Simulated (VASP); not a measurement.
# AgS (Fm-3m) in VASP: notebook

The runs below take AgS through single point, with PBE.

Program: VASP 6.6.1. These are calculated values, not measurements. Logs are shortened: lines on timing, memory, paths and dates and some standing lists are left out, and cuts for length are marked.

### 1 The cell of the first run

It takes space group Fm-3m (No. 225, cubic). The conventional cell has a = 5.283 Å, b = 5.283 Å, c = 5.283 Å, α = 90.00°, β = 90.00°, γ = 90.00°. Within 3.5 Å of Ag (site symmetry m-3m) lie 6 S at 2.64 Å. S (site symmetry m-3m) has 6 Ag at 2.64 Å within 3.5 Å.

### 2 Single point, PBE

Contents of INCAR:

```
PREC = Accurate ; ENCUT = 520
EDIFF = 1E-6 ; ISMEAR = 0
SIGMA = 0.1 ; LREAL = False
LASPH = True ; NELM = 80
ALGO = Normal ; ISIF = 2
LWAVE = False ; LCHARG = False
GGA = PE ; NBANDS = 16
```

Contents of KPOINTS:

```
Automatic mesh
0
Gamma
  18 18 18
```

Contents of POSCAR:

```
AgS
1.0
    0.0000000000      2.6414418321      2.6414418321
    2.6414418321      0.0000000000      2.6414418321
    2.6414418321      2.6414418321      0.0000000000
Ag S
1 1
Direct
    0.0000000000      0.0000000000      0.0000000000
    0.5000000000      0.5000000000      0.5000000000
```

Potentials or basis: VASP PAW PBE potentials, release 64 (Ag, S).

The run is started by

```sh
> cat potpaw_PBE.64/Ag/POTCAR potpaw_PBE.64/S/POTCAR > POTCAR
> mpirun -np 1 vasp_std > vasp.out
```

OUTCAR:

```text
PREC = Accurate
   ENCUT = 520
   EDIFF = 1E-6
   ISMEAR = 0
   LREAL = False
   LASPH = True
   NELM = 80
   ISIF = 2
   GGA = PE

 ion  position               nearest neighbor table
   1  0.000  0.000  0.000-   2 2.64   2 2.64   2 2.64   2 2.64   2 2.64   2 2.64
   2  0.500  0.500  0.500-   1 2.64   1 2.64   1 2.64   1 2.64   1 2.64   1 2.64

  LATTYP: Found a face centered cubic cell.
 ALAT       =     5.2828836642

  Lattice vectors:

 A1 = (   0.0000000000,   2.6414418321,   2.6414418321)
 A2 = (   2.6414418321,   0.0000000000,   2.6414418321)
 A3 = (   2.6414418321,   2.6414418321,   0.0000000000)

Analysis of symmetry for initial positions (statically):
=====================================================================
 Subroutine PRICEL returns:
 Original cell was already a primitive cell.

 Routine SETGRP: Setting up the symmetry group for a
 face centered cubic supercell.

 Subroutine GETGRP returns: Found 48 space group operations
 (whereof 48 operations were pure point group operations)
 out of a pool of 48 trial point group operations.

The static configuration has the point symmetry O_h .

Analysis of symmetry for dynamics (positions and initial velocities):
=====================================================================
 Subroutine PRICEL returns:
 Original cell was already a primitive cell.

 Routine SETGRP: Setting up the symmetry group for a
 face centered cubic supercell.

 Subroutine GETGRP returns: Found 48 space group operations
 (whereof 48 operations were pure point group operations)
 out of a pool of 48 trial point group operations.

The dynamic configuration has the point symmetry O_h .

 Subroutine INISYM returns: Found 48 space group operations
 (whereof 48 operations are pure point group operations),
 and found     1 'primitive' translations

----------------------------------------------------------------------------------------

                                     Primitive cell

  volume of cell :      36.8598

  direct lattice vectors                    reciprocal lattice vectors
     0.000000000  2.641441832  2.641441832    -0.189290559  0.189290559  0.189290559
     2.641441832  0.000000000  2.641441832     0.189290559 -0.189290559  0.189290559
     2.641441832  2.641441832  0.000000000     0.189290559  0.189290559 -0.189290559

  length of vectors
     3.735562863  3.735562863  3.735562863     0.327860865  0.327860865  0.327860865

  position of ions in fractional coordinates (direct lattice)
     0.000000000  0.000000000  0.000000000
     0.500000000  0.500000000  0.500000000

  ion indices of the primitive-cell ions
   primitive index   ion index
                 1           1
                 2           2

----------------------------------------------------------------------------------------

 KPOINTS: Automatic mesh

Automatic generation of k-mesh.
 Grid dimensions read from file:
 generate k-points for:   18   18   18

 Generating k-lattice:

  Cartesian coordinates                     Fractional coordinates (reciprocal lattice)
    -0.010516142  0.010516142  0.010516142     0.055555556  0.000000000  0.000000000
     0.010516142 -0.010516142  0.010516142     0.000000000  0.055555556  0.000000000
     0.010516142  0.010516142 -0.010516142     0.000000000  0.000000000  0.055555556

  Length of vectors
     0.018214492  0.018214492  0.018214492

  Shift w.r.t. Gamma in fractional coordinates (k-lattice)
     0.000000000  0.000000000  0.000000000

 Subroutine IBZKPT returns following result:
 ===========================================

 Found    195 irreducible k-points:

 Following reciprocal coordinates:
            Coordinates               Weight
  0.000000  0.000000  0.000000      1.000000
  0.055556  0.000000  0.000000      8.000000
  0.111111  0.000000  0.000000      8.000000
  0.166667  0.000000  0.000000      8.000000
  0.222222  0.000000  0.000000      8.000000
  0.277778  0.000000  0.000000      8.000000
[... 16 lines left out ...]
 -0.277778  0.055556  0.000000     24.000000
 -0.222222  0.055556  0.000000     24.000000
 [... further k-points ...]
   k-points           NKPTS =    195   k-points in BZ     NKDIM =    195   number of bands    NBANDS=     16
   number of dos      NEDOS =    301   number of ions     NIONS =      2
   total plane-waves  NPLWV =  21952
   dimension x,y,z NGX =    28 NGY =   28 NGZ =   28
   dimension x,y,z NGXF=    56 NGYF=   56 NGZF=   56
   ions per type =               1   1
   NGX,Y,Z   is equivalent  to a cutoff of  12.46, 12.46, 12.46 a.u.
   NGXF,Y,Z  is equivalent  to a cutoff of  24.92, 24.92, 24.92 a.u.
 SYSTEM =  unknown system
   PREC   = accura    normal or accurate (medium, high low for compatibility)
   ISTART =      0    job   : 0-new  1-cont  2-samecut
   ICHARG =      2    charge: 1-file 2-atom 10-const
   ISPIN  =      1    spin polarized calculation?
   LNONCOLLINEAR =      F non collinear calculations
   LSORBIT =      F    spin-orbit coupling
   LASPH  =      T    aspherical Exc in radial PAW
   ENCUT  =  520.0 eV  38.22 Ry    6.18 a.u.   6.95  6.95  6.95*2*pi/ulx,y,z
   NELM   =     80;   NELMIN=  2; NELMDL= -5     # of ELM steps
   EDIFF  = 0.1E-05   stopping-criterion for ELM
   LREAL  =      F    real-space projection
   EDIFFG = 0.1E-04   stopping-criterion for IOM
   NSW    =      0    number of steps for IOM
   IBRION =     -1    ionic relax: 0-MD 1-quasi-New 2-CG
   NFREE  =      0    steps in history (QN), initial steepest desc. (CG)
   ISIF   =      2    stress and relaxation
   ISYM   =      2    0-nonsym 1-usesym 2-fastsym
   POTIM  = 0.5000    time-step for ionic-motion
   TEBEG  =    0.0;   TEEND  =   0.0 temperature during run
   PSTRESS=    0.0 pullay stress
   NELECT =      17.0000    total number of electrons
   NUPDOWN=      -1.0000    fix difference up-down
   EMIN   =  10.00;   EMAX   =-10.00  energy-range for DOS
   EFERMI =   0.00;   METHOD = LEGACY
   ISMEAR =     0;   SIGMA  =   0.10  broadening in eV -4-tet -1-fermi 0-gaus
   EFERMI_NEDOS =   21; number of points for ismear=-14 and -15
   IALGO  =     38    algorithm
   IMIX   =      4    mixing-type and parameters
     AMIX     =   0.40;   BMIX     =  1.00
     AMIX_MAG =   1.60;   BMIX_MAG =  1.00
  volume/ion in A,a.u.               =      18.43       124.37
  Fermi-wavevector in a.u.,A,eV,Ry     =   1.264853  2.390226 21.767326  1.599853
  Thomas-Fermi vector in A             =   2.398137
   LORBIT       =      0    0 simple, 1 ext, 2 COOP (PROOUT), +10 PAW based schemes
   GGA     = PE    functional components
   LHFCALC =     F    Hartree Fock is set to
   AEXX    =    0.0000 exact exchange contribution
   IVDW    =     0    specifies the selected vdW correction
   LEPSILON=     F    determine dielectric tensor
   LRPA    =     F    only Hartree local field effects (RPA)
 non-spin polarized calculation
 Gauss-broadening in eV      SIGMA  =   0.10
  energy-cutoff  :      520.00
  volume of cell :       36.86
 maximum number of plane-waves:      1018
   NGX = 13   NGY = 13   NGZ = 13

 number of electron      16.9999996 magnetization

 Free energy of the ion-electron system (eV)
  ---------------------------------------------------
  ext. energy  EPLUGINS =         0.00000000
  ---------------------------------------------------
  free energy    TOTEN  =        -6.68981807 eV

  energy without entropy =       -6.68430628  energy(sigma->0) =       -6.68706217

 E-fermi :   6.0766     XC(G=0): -10.9103

 val. band max:        6.0527997676   @ k =  -0.4444   0.1667   0.0556
 cond. band min:       6.0895312092   @ k =  -0.4444   0.2222   0.0000
 fundamental gap:      0.0367314417
 Fermi energy:         6.0765546756

 k-point     1 :       0.0000    0.0000    0.0000
  band No.  band energies     occupation
      1      -7.3837      2.00000
      2       2.0542      2.00000
      3       2.0542      2.00000
      4       2.0854      2.00000
      5       2.0854      2.00000
      6       2.0854      2.00000
[... 8 lines left out ...]
     15      19.7776      0.00000
     16      19.7776      0.00000

 k-point     2 :       0.0556    0.0000    0.0000
  band No.  band energies     occupation
      1      -7.3548      2.00000
      2       2.0047      2.00000
      3       2.0047      2.00000
      4       2.0611      2.00000
      5       2.0964      2.00000
      6       2.0964      2.00000
[... 8 lines left out ...]
     15      18.8744      0.00000
     16      18.8744      0.00000

 k-point     3 :       0.1111    0.0000    0.0000
  band No.  band energies     occupation
      1      -7.2694      2.00000
      2       1.8663      2.00000
      3       1.8663      2.00000
      4       1.9771      2.00000
      5       2.1355      2.00000
      6       2.1355      2.00000
[... 8 lines left out ...]
     15      18.1151      0.00000
     16      18.6734      0.00000

 k-point     4 :       0.1667    0.0000    0.0000
  band No.  band energies     occupation
      1      -7.1330      2.00000
      2       1.6784      2.00000
      3       1.6784      2.00000
      4       1.8007      2.00000
      5       2.1974      2.00000
      6       2.1974      2.00000
[... 8 lines left out ...]
     15      17.7922      0.00000
     16      18.8192      0.00000
[... 324 lines left out ...]
 k-point    22 :      -0.3333    0.0556    0.0000
  band No.  band energies     occupation
      1      -6.4613      2.00000
      2       0.5131      2.00000
      3       1.0434      2.00000
      4       1.1688      2.00000
      5       2.4411      2.00000
      6       2.4918      2.00000
[... 8 lines left out ...]
     15      19.0710      0.00000
     16      19.4658      0.00000

 k-point    23 :      -0.2778    0.0556    0.0000
  band No.  band energies     occupation
      1      -6.6640      2.00000
      2       0.8946      2.00000
      3       1.1715      2.00000
      4       1.3530      2.00000
      5       2.3600      2.00000
      6       2.4197      2.00000
[... 8 lines left out ...]
     15      18.8619      0.00000
     16      19.1959      0.00000

 k-point    24 :      -0.2222    0.0556    0.0000
  band No.  band energies     occupation
      1      -6.8700      2.00000
      2       1.2607      2.00000
      3       1.3350      2.00000
      4       1.5765      2.00000
      5       2.2768      2.00000
      6       2.3372      2.00000
[... 8 lines left out ...]
     15      18.6040      0.00000
     16      19.1545      0.00000

 [... further k-points ...]

------------------------ aborting loop because EDIFF is reached ----------------------------------------

  FORCE on cell =-STRESS in cart. coord.  units (eV):
  Direction    XX          YY          ZZ          XY          YZ          ZX
  --------------------------------------------------------------------------------------
  -------------------------------------------------------------------------------------
  Total       -0.0400926     -0.0400926     -0.0400926      0.0000000      0.0000000     -0.0000000
  in kB       -1.7426956     -1.7426956     -1.7426956      0.0000000      0.0000000     -0.0000000
  external PRESSURE =      -1.7426956 kB  Pullay stress =       0.0000000 kB

 VOLUME and BASIS-vectors are now :
 -----------------------------------------------------------------------------
  energy-cutoff  :      520.00
  volume of cell :       36.86
      direct lattice vectors                 reciprocal lattice vectors
     0.000000000  2.641441832  2.641441832    -0.189290559  0.189290559  0.189290559
     2.641441832  0.000000000  2.641441832     0.189290559 -0.189290559  0.189290559
     2.641441832  2.641441832  0.000000000     0.189290559  0.189290559 -0.189290559

 POSITION                                       TOTAL-FORCE (eV/Angst)
 -----------------------------------------------------------------------------------
      0.00000      0.00000      0.00000         0.000000      0.000000      0.000000
      2.64144      2.64144      2.64144        -0.000000     -0.000000     -0.000000
 -----------------------------------------------------------------------------------
    total drift:                                0.000000      0.000000      0.000000

  FREE ENERGIE OF THE ION-ELECTRON SYSTEM (eV)
  ---------------------------------------------------
  free  energy   TOTEN  =        -6.6898180653 eV

  energy  without entropy=       -6.6843062791  energy(sigma->0) =       -6.68706217
```

Wall time 61 s (1 thread of Intel Xeon Platinum 8488C (Sapphire Rapids), shared host); peak memory 0.24 GiB.

Results:

* Free energy: -6.6898 eV
* Pressure: -0.2 GPa

Levels at points of the mesh, in eV from the Fermi level:
```tsv
k point	band 7	band 8	band 9	band 10	band 11	band 12
(0.00, 0.00, 0.00)	-0.99	-0.99	-0.99	2.50	10.32	10.32
(0.50, 0.00, 0.00)	-2.73	1.06	1.06	4.17	6.90	6.90
(0.50, 0.50, 0.00)	-2.79	-2.37	-2.37	1.91	7.28	10.95
```

[end of part 1 of 2]
